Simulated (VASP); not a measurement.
# Ta2N (P-3m1) in VASP: settings compared, part 2 of 3

VASP 6.6.1. The steps go on from the part before.

### Step 3. Single point, LDA

This run uses another cell than the first one, of 13.35 Å³/atom, 1.021 times its volume.

INCAR

```
ALGO = Normal
EDIFF = 1E-6
ENCUT = 520
GGA = CA
ISIF = 2
ISMEAR = -1
LASPH = T
LCHARG = F
LREAL = F
LWAVE = F
NBANDS = 20
NELM = 80
PREC = Accurate
SIGMA = 0.05
```

KPOINTS

```
k-points
0
Gamma
  10 10 6
```

POSCAR

```
Ta2N
1.0
    3.0919691885      0.0000000000      0.0000000000
   -1.5459845943      2.6777238649      0.0000000000
    0.0000000000      0.0000000000      4.8371565186
Ta N
2 1
Direct
    0.3333333333      0.6666666667      0.2547110000
    0.6666666667      0.3333333333      0.7452890000
    0.0000000000      0.0000000000      0.0000000000
```

Potentials or basis: VASP PAW LDA potentials, release 64 (Ta_pv, N).

The run is started by

```console
cat potpaw_LDA.64/Ta_pv/POTCAR potpaw_LDA.64/N/POTCAR > POTCAR
mpirun -np 1 vasp_std > vasp.out
```

OUTCAR:

```text
EDIFF = 1E-6
   ENCUT = 520
   GGA = CA
   ISIF = 2
   ISMEAR = -1
   LASPH = T
   LREAL = F
   NELM = 80
   PREC = Accurate

 ion  position               nearest neighbor table
   1  0.333  0.667  0.255-   3 2.17   3 2.17   3 2.17   2 2.97   2 2.97   2 2.97   2 3.04   2 3.04
                             2 3.04
   2  0.667  0.333  0.745-   3 2.17   3 2.17   3 2.17   1 2.97   1 2.97   1 2.97   1 3.04   1 3.04
                             1 3.04
   3  0.000  0.000  0.000-   1 2.17   2 2.17   1 2.17   2 2.17   2 2.17   1 2.17

  LATTYP: Found a hexagonal cell.
 ALAT       =     3.0919691885
 C/A-ratio  =     1.5644258476

  Lattice vectors:

 A1 = (   3.0919691885,   0.0000000000,   0.0000000000)
 A2 = (  -1.5459845943,   2.6777238649,   0.0000000000)
 A3 = (   0.0000000000,   0.0000000000,   4.8371565186)

Analysis of symmetry for initial positions (statically):
=====================================================================
 Subroutine PRICEL returns:
 Original cell was already a primitive cell.

 Routine SETGRP: Setting up the symmetry group for a
 hexagonal supercell.

 Subroutine GETGRP returns: Found 12 space group operations
 (whereof 12 operations were pure point group operations)
 out of a pool of 24 trial point group operations.

The static configuration has the point symmetry D_3d.

Analysis of symmetry for dynamics (positions and initial velocities):
=====================================================================
 Subroutine PRICEL returns:
 Original cell was already a primitive cell.

 Routine SETGRP: Setting up the symmetry group for a
 hexagonal supercell.

 Subroutine GETGRP returns: Found 12 space group operations
 (whereof 12 operations were pure point group operations)
 out of a pool of 24 trial point group operations.
[... 110 lines left out ...]
   ISYM   =      2    0-nonsym 1-usesym 2-fastsym
   POTIM  = 0.5000    time-step for ionic-motion
   TEBEG  =    0.0;   TEEND  =   0.0 temperature during run
   PSTRESS=    0.0 pullay stress
   NELECT =      27.0000    total number of electrons
   NUPDOWN=      -1.0000    fix difference up-down
   EMIN   =  10.00;   EMAX   =-10.00  energy-range for DOS
   EFERMI =   0.00;   METHOD = LEGACY
   ISMEAR =    -1;   SIGMA  =   0.05  broadening in eV -4-tet -1-fermi 0-gaus
   EFERMI_NEDOS =   21; number of points for ismear=-14 and -15
   IALGO  =     38    algorithm
   IMIX   =      4    mixing-type and parameters
     AMIX     =   0.40;   BMIX     =  1.00
     AMIX_MAG =   1.60;   BMIX_MAG =  1.00
  volume/ion in A,a.u.               =      13.35        90.09
  Fermi-wavevector in a.u.,A,eV,Ry     =   1.435486  2.712676 28.036450  2.060621
  Thomas-Fermi vector in A             =   2.554780
   LORBIT       =      0    0 simple, 1 ext, 2 COOP (PROOUT), +10 PAW based schemes
   GGA     = CA    functional components
   LHFCALC =     F    Hartree Fock is set to
   AEXX    =    0.0000 exact exchange contribution
   IVDW    =     0    specifies the selected vdW correction
   LEPSILON=     F    determine dielectric tensor
   LRPA    =     F    only Hartree local field effects (RPA)
 non-spin polarized calculation
  energy-cutoff  :      520.00
  volume of cell :       40.05
 maximum number of plane-waves:      1090
 NGX is ok and might be reduce to    24
   NGX = 11   NGY = 11   NGZ = 17

 number of electron      27.0000003 magnetization

 Free energy of the ion-electron system (eV)
  ---------------------------------------------------
  ext. energy  EPLUGINS =         0.00000000
  ---------------------------------------------------
  free energy    TOTEN  =       -37.62961093 eV

  energy without entropy =      -37.61609530  energy(sigma->0) =      -37.62285312

 E-fermi :   7.5010     XC(G=0): -13.1522

 val. band max:        7.4954651520   @ k =   0.0000   0.3000   0.3333
 cond. band min:       7.5030371606   @ k =   0.0000   0.4000   0.3333
 fundamental gap:      0.0075720085
 Fermi energy:         7.5009852777

 k-point     1 :       0.0000    0.0000    0.0000
  band No.  band energies     occupation
      1     -27.9818      2.00000
      2     -27.1939      2.00000
      3     -27.1939      2.00000
      4     -27.0576      2.00000
      5     -27.0576      2.00000
      6     -26.9354      2.00000
[... 541 lines left out ...]
     19      12.1936      0.00000
     20      13.0231      0.00000

 [... further k-points ...]
[... 5 lines left out ...]
  --------------------------------------------------------------------------------------
  -------------------------------------------------------------------------------------
  Total       -1.9654568     -1.9654568     -1.9026074      0.0000000      0.0000000      0.0000000
  in kB      -78.6290458    -78.6290458    -76.1147249      0.0000000      0.0000000      0.0000000
  external PRESSURE =     -77.7909388 kB  Pullay stress =       0.0000000 kB

 VOLUME and BASIS-vectors are now :
 -----------------------------------------------------------------------------
  energy-cutoff  :      520.00
  volume of cell :       40.05
      direct lattice vectors                 reciprocal lattice vectors
     3.091969188  0.000000000  0.000000000     0.323418488  0.186725751  0.000000000
    -1.545984594  2.677723865  0.000000000     0.000000000  0.373451502  0.000000000
     0.000000000  0.000000000  4.837156519     0.000000000  0.000000000  0.206733025

 POSITION                                       TOTAL-FORCE (eV/Angst)
 -----------------------------------------------------------------------------------
     -0.00000      1.78515      1.23208        -0.000000      0.000000     -0.289667
      1.54598      0.89257      3.60508         0.000000     -0.000000      0.289667
      0.00000      0.00000      0.00000         0.000000      0.000000      0.000000
 -----------------------------------------------------------------------------------
    total drift:                               -0.000000      0.000000      0.000000

  FREE ENERGIE OF THE ION-ELECTRON SYSTEM (eV)
  ---------------------------------------------------
  free  energy   TOTEN  =       -37.6296109332 eV

  energy  without entropy=      -37.6160952971  energy(sigma->0) =      -37.62285312
```

OSZICAR:

```text
N       E                     dE             d eps       ncg     rms          rms(c)
DAV:   1     0.209005814134E+03    0.20901E+03   -0.15007E+04  2880   0.139E+03
DAV:   2    -0.315908417370E+02   -0.24060E+03   -0.23430E+03  3244   0.394E+02
DAV:   3    -0.408174788533E+02   -0.92266E+01   -0.90549E+01  3648   0.693E+01
DAV:   4    -0.409407467360E+02   -0.12327E+00   -0.12208E+00  3608   0.734E+00
DAV:   5    -0.409417983990E+02   -0.10517E-02   -0.10505E-02  3568   0.586E-01    0.271E+01
DAV:   6    -0.380552403057E+02    0.28866E+01   -0.16304E+01  3328   0.248E+01    0.128E+01
DAV:   7    -0.377034059078E+02    0.35183E+00   -0.18670E+00  3200   0.814E+00    0.681E+00
DAV:   8    -0.376340866156E+02    0.69319E-01   -0.27135E-01  3400   0.394E+00    0.409E-01
DAV:   9    -0.376303167366E+02    0.37699E-02   -0.25870E-02  3436   0.100E+00    0.229E-01
DAV:  10    -0.376297487064E+02    0.56803E-03   -0.44262E-03  3468   0.508E-01    0.765E-02
DAV:  11    -0.376296295309E+02    0.11918E-03   -0.11474E-03  3272   0.192E-01    0.333E-02
DAV:  12    -0.376296111483E+02    0.18383E-04   -0.79155E-05  3244   0.598E-02    0.935E-03
DAV:  13    -0.376296113265E+02   -0.17815E-06   -0.17815E-05  3436   0.225E-02    0.493E-03
DAV:  14    -0.376296109332E+02    0.39326E-06   -0.30060E-06  2800   0.111E-02
   1 F= -.37629611E+02 E0= -.37622853E+02  d E =-.135156E-01
```

Wall time 23 s (1 thread of Intel Xeon Platinum 8559C (Emerald Rapids), shared host); peak memory 0.17 GiB.

Results:

```yaml
Free_energy: -37.6296 eV
Pressure: -7.8 GPa
Largest_force: 0.290 eV/Å
```

Forces on the atoms (eV/Å):
```
Ta   0.000  0.000 -0.290
Ta   0.000  0.000  0.290
N    0.000  0.000  0.000
```

Caveat: spin-orbit coupling is left out, which moves the levels of the heavy elements.

### Step 4. Single point, PBEsol

This run uses another cell than the first one, of 13.35 Å³/atom, 1.021 times its volume.

INCAR

```
PREC = Accurate
ENCUT = 520
EDIFF = 1E-6
ISMEAR = -1
SIGMA = 0.05
LREAL = F
LASPH = T
NELM = 60
ALGO = Normal
ISIF = 2
LWAVE = F
LCHARG = F
GGA = PS
NBANDS = 20
```

KPOINTS

```
Automatic mesh
0
Gamma
  10 10 6
```

POSCAR is that of step 3.

Potentials or basis: VASP PAW PBE potentials, release 64 (Ta_pv, N).

The run is started by

```console
cat potpaw_PBE.64/Ta_pv/POTCAR potpaw_PBE.64/N/POTCAR > POTCAR
mpirun -np 1 vasp_std > vasp.out
```

OUTCAR:

```text
PREC = Accurate
   ENCUT = 520
   EDIFF = 1E-6
   ISMEAR = -1
   LREAL = F
   LASPH = T
   NELM = 60
   ISIF = 2
   GGA = PS

 ion  position               nearest neighbor table
   1  0.333  0.667  0.255-   3 2.17   3 2.17   3 2.17   2 2.97   2 2.97   2 2.97   2 3.04   2 3.04
                             2 3.04
   2  0.667  0.333  0.745-   3 2.17   3 2.17   3 2.17   1 2.97   1 2.97   1 2.97   1 3.04   1 3.04
                             1 3.04
   3  0.000  0.000  0.000-   1 2.17   2 2.17   1 2.17   2 2.17   2 2.17   1 2.17

  LATTYP: Found a hexagonal cell.
 ALAT       =     3.0919691885
 C/A-ratio  =     1.5644258476

  Lattice vectors:

 A1 = (   3.0919691885,   0.0000000000,   0.0000000000)
 A2 = (  -1.5459845943,   2.6777238649,   0.0000000000)
 A3 = (   0.0000000000,   0.0000000000,   4.8371565186)

Analysis of symmetry for initial positions (statically):
=====================================================================
 Subroutine PRICEL returns:
 Original cell was already a primitive cell.

 Routine SETGRP: Setting up the symmetry group for a
 hexagonal supercell.

 Subroutine GETGRP returns: Found 12 space group operations
 (whereof 12 operations were pure point group operations)
 out of a pool of 24 trial point group operations.

The static configuration has the point symmetry D_3d.

Analysis of symmetry for dynamics (positions and initial velocities):
=====================================================================
 Subroutine PRICEL returns:
 Original cell was already a primitive cell.

 Routine SETGRP: Setting up the symmetry group for a
 hexagonal supercell.

 Subroutine GETGRP returns: Found 12 space group operations
 (whereof 12 operations were pure point group operations)
 out of a pool of 24 trial point group operations.

The dynamic configuration has the point symmetry D_3d.

 Subroutine INISYM returns: Found 12 space group operations
 (whereof 12 operations are pure point group operations),
 and found     1 'primitive' translations

----------------------------------------------------------------------------------------

                                     Primitive cell

  volume of cell :      40.0489

  direct lattice vectors                    reciprocal lattice vectors
     3.091969188  0.000000000  0.000000000     0.323418488  0.186725751  0.000000000
    -1.545984594  2.677723865  0.000000000     0.000000000  0.373451502  0.000000000
     0.000000000  0.000000000  4.837156519     0.000000000  0.000000000  0.206733025

  length of vectors
     3.091969188  3.091969188  4.837156519     0.373451502  0.373451502  0.206733025

  position of ions in fractional coordinates (direct lattice)
     0.333333333  0.666666667  0.254711000
     0.666666667  0.333333333  0.745289000
     0.000000000  0.000000000  0.000000000

  ion indices of the primitive-cell ions
   primitive index   ion index
                 1           1
                 2           2
                 3           3

----------------------------------------------------------------------------------------

 KPOINTS: Automatic mesh

Automatic generation of k-mesh.
 Grid dimensions read from file:
 generate k-points for:   10   10    6

 Generating k-lattice:

  Cartesian coordinates                     Fractional coordinates (reciprocal lattice)
     0.032341849  0.018672575  0.000000000     0.100000000  0.000000000  0.000000000
     0.000000000  0.037345150  0.000000000     0.000000000  0.100000000  0.000000000
     0.000000000  0.000000000  0.034455504     0.000000000  0.000000000  0.166666667

  Length of vectors
     0.037345150  0.037345150  0.034455504

  Shift w.r.t. Gamma in fractional coordinates (k-lattice)
     0.000000000  0.000000000  0.000000000

 Subroutine IBZKPT returns following result:
 ===========================================

 Found     72 irreducible k-points:

 Following reciprocal coordinates:
            Coordinates               Weight
  0.000000  0.000000  0.000000      1.000000
  0.100000  0.000000  0.000000      6.000000
  0.200000  0.000000  0.000000      6.000000
  0.300000  0.000000  0.000000      6.000000
  0.400000  0.000000  0.000000      6.000000
  0.500000  0.000000  0.000000      3.000000
[... 16 lines left out ...]
  0.000000  0.400000  0.166667      6.000000
  0.500000  0.000000  0.166667      6.000000
 [... further k-points ...]
   k-points           NKPTS =     72   k-points in BZ     NKDIM =     72   number of bands    NBANDS=     20
   number of dos      NEDOS =    301   number of ions     NIONS =      3
   total plane-waves  NPLWV =  20736
   dimension x,y,z NGX =    24 NGY =   24 NGZ =   36
   dimension x,y,z NGXF=    48 NGYF=   48 NGZF=   72
   ions per type =               2   1
   NGX,Y,Z   is equivalent  to a cutoff of  12.90, 12.90, 12.37 a.u.
   NGXF,Y,Z  is equivalent  to a cutoff of  25.81, 25.81, 24.75 a.u.
 SYSTEM =  unknown system
   PREC   = accura    normal or accurate (medium, high low for compatibility)
   ISTART =      0    job   : 0-new  1-cont  2-samecut
   ICHARG =      2    charge: 1-file 2-atom 10-const
   ISPIN  =      1    spin polarized calculation?
   LNONCOLLINEAR =      F non collinear calculations
   LSORBIT =      F    spin-orbit coupling
   LASPH  =      T    aspherical Exc in radial PAW
   ENCUT  =  520.0 eV  38.22 Ry    6.18 a.u.   5.75  5.75  8.99*2*pi/ulx,y,z
   NELM   =     60;   NELMIN=  2; NELMDL= -5     # of ELM steps
   EDIFF  = 0.1E-05   stopping-criterion for ELM
   LREAL  =      F    real-space projection
   EDIFFG = 0.1E-04   stopping-criterion for IOM
   NSW    =      0    number of steps for IOM
   IBRION =     -1    ionic relax: 0-MD 1-quasi-New 2-CG
   NFREE  =      0    steps in history (QN), initial steepest desc. (CG)
   ISIF   =      2    stress and relaxation
   ISYM   =      2    0-nonsym 1-usesym 2-fastsym
   POTIM  = 0.5000    time-step for ionic-motion
   TEBEG  =    0.0;   TEEND  =   0.0 temperature during run
   PSTRESS=    0.0 pullay stress
   NELECT =      27.0000    total number of electrons
   NUPDOWN=      -1.0000    fix difference up-down
   EMIN   =  10.00;   EMAX   =-10.00  energy-range for DOS
   EFERMI =   0.00;   METHOD = LEGACY
   ISMEAR =    -1;   SIGMA  =   0.05  broadening in eV -4-tet -1-fermi 0-gaus
   EFERMI_NEDOS =   21; number of points for ismear=-14 and -15
   IALGO  =     38    algorithm
   IMIX   =      4    mixing-type and parameters
     AMIX     =   0.40;   BMIX     =  1.00
     AMIX_MAG =   1.60;   BMIX_MAG =  1.00
  volume/ion in A,a.u.               =      13.35        90.09
  Fermi-wavevector in a.u.,A,eV,Ry     =   1.435486  2.712676 28.036450  2.060621
  Thomas-Fermi vector in A             =   2.554780
   LORBIT       =      0    0 simple, 1 ext, 2 COOP (PROOUT), +10 PAW based schemes
   GGA     = PS    functional components
   LHFCALC =     F    Hartree Fock is set to
   AEXX    =    0.0000 exact exchange contribution
   IVDW    =     0    specifies the selected vdW correction
   LEPSILON=     F    determine dielectric tensor
   LRPA    =     F    only Hartree local field effects (RPA)
 non-spin polarized calculation
  energy-cutoff  :      520.00
  volume of cell :       40.05
 maximum number of plane-waves:      1090
 NGX is ok and might be reduce to    24
   NGX = 11   NGY = 11   NGZ = 17

 number of electron      27.0000000 magnetization

 Free energy of the ion-electron system (eV)
  ---------------------------------------------------
  ext. energy  EPLUGINS =         0.00000000
  ---------------------------------------------------
  free energy    TOTEN  =       -36.48957241 eV

  energy without entropy =      -36.47614914  energy(sigma->0) =      -36.48286077

 E-fermi :   7.4797     XC(G=0): -13.0822

 val. band max:        7.4785213164   @ k =  -0.1000   0.4000   0.1667
 cond. band min:       7.4829450014   @ k =   0.0000   0.3000   0.3333
 fundamental gap:      0.0044236850
 Fermi energy:         7.4797330109

 k-point     1 :       0.0000    0.0000    0.0000
  band No.  band energies     occupation
      1     -28.1492      2.00000
      2     -27.3713      2.00000
      3     -27.3713      2.00000
      4     -27.2368      2.00000
      5     -27.2368      2.00000
      6     -27.1152      2.00000
[... 12 lines left out ...]
     19       8.6736      0.00000
[... 513 lines left out ...]
      4     -27.5632      2.00000
      5     -27.3421      2.00000
      6     -27.3334      2.00000
[... 12 lines left out ...]
     19      12.1634      0.00000
     20      13.0266      0.00000

 [... further k-points ...]

------------------------ aborting loop because EDIFF is reached ----------------------------------------

  FORCE on cell =-STRESS in cart. coord.  units (eV):
  Direction    XX          YY          ZZ          XY          YZ          ZX
  --------------------------------------------------------------------------------------
  -------------------------------------------------------------------------------------
  Total       -0.8270846     -0.8270846     -0.6273488      0.0000000      0.0000000     -0.0000000
  in kB      -33.0879181    -33.0879181    -25.0973902      0.0000000      0.0000000     -0.0000000
  external PRESSURE =     -30.4244088 kB  Pullay stress =       0.0000000 kB

 VOLUME and BASIS-vectors are now :
 -----------------------------------------------------------------------------
  energy-cutoff  :      520.00
  volume of cell :       40.05
      direct lattice vectors                 reciprocal lattice vectors
     3.091969188  0.000000000  0.000000000     0.323418488  0.186725751  0.000000000
    -1.545984594  2.677723865  0.000000000     0.000000000  0.373451502  0.000000000
     0.000000000  0.000000000  4.837156519     0.000000000  0.000000000  0.206733025

 POSITION                                       TOTAL-FORCE (eV/Angst)
 -----------------------------------------------------------------------------------
     -0.00000      1.78515      1.23208         0.000000      0.000000     -0.133135
      1.54598      0.89257      3.60508        -0.000000     -0.000000      0.133135
      0.00000      0.00000      0.00000        -0.000000      0.000000      0.000000
 -----------------------------------------------------------------------------------
    total drift:                               -0.000000      0.000000      0.000000

  FREE ENERGIE OF THE ION-ELECTRON SYSTEM (eV)
  ---------------------------------------------------
  free  energy   TOTEN  =       -36.4895724111 eV

  energy  without entropy=      -36.4761491353  energy(sigma->0) =      -36.48286077
```

stdout:

```text
POSCAR found type information on POSCAR TaN
 POSCAR found :  2 types and       3 ions
 scaLAPACK will be used
 -----------------------------------------------------------------------------
|                                                                             |
|                                                                             |
|     You enforced a specific xc type in the INCAR file but a different       |
|     I HOPE YOU KNOW WHAT YOU ARE DOING!                                     |
|                                                                             |
 -----------------------------------------------------------------------------

 LDA part: xc-table for (Slater+PW92), standard interpolation
 POSCAR, INCAR and KPOINTS ok, starting setup
 FFT: planning ... GRIDC
 FFT: planning ... GRID_SOFT
 FFT: planning ... GRID
 WAVECAR not read
 entering main loop
```

Run time: 29 s. Hardware: 1 thread of Intel Xeon Platinum 8559C (Emerald Rapids), shared host; peak memory 0.18 GiB.

Results:

```
Free energy   : -36.4896 eV
Pressure      : -3.0 GPa
Largest force : 0.133 eV/Å
```

Forces on the atoms (eV/Å):
```
Ta   0.000  0.000 -0.133
Ta   0.000  0.000  0.133
N    0.000  0.000  0.000
```

Stress tensor (GPa, compression positive):
```
-3.31  0.00  0.00
 0.00 -3.31  0.00
 0.00  0.00 -2.51
```

Caveat: the PAW data sets were made with another functional, which shifts forces and pressure a little; spin-orbit coupling is left out, which moves the levels of the heavy elements.

[end of part 2 of 3]
